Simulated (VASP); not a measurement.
Here is a VASP 6.6.1 calculation.

Contents of INCAR:

```
PREC = Accurate
ENCUT = 520
EDIFF = 1E-6
ISMEAR = 0
SIGMA = 0.05
LREAL = False
LASPH = True
NELM = 60
ALGO = Normal
ISIF = 2
LWAVE = False
LCHARG = True
GGA = PE
LELF = True
LVHAR = True
NBANDS = 11
```

KPOINTS

```
regular mesh
0
Gamma
  10 10 10
```

POSCAR

```
NaH
1.0
    3.0290021000      0.0000000000      0.0000000000
    0.0000000000      3.0290021000      0.0000000000
    0.0000000000      0.0000000000      3.0290021000
Na H
1 1
Direct
    0.0000000000      0.0000000000      0.0000000000
    0.5000000000      0.5000000000      0.5000000000
```

Potentials or basis: VASP PAW PBE potentials, release 64 (Na_pv, H).

Launch:

```console
$ cat potpaw_PBE.64/Na_pv/POTCAR potpaw_PBE.64/H/POTCAR > POTCAR
$ mpirun -np 1 vasp_std > vasp.out
```

What does it give for the band gap on the k mesh?

1.03 eV (least direct gap 4.22 eV).

Predict the pressure.

-1.4 GPa.

Caveat: the cell differs from its parent crystal (strain +0.025 along x and y, +0.025 along z). A k mesh can miss the band edges.
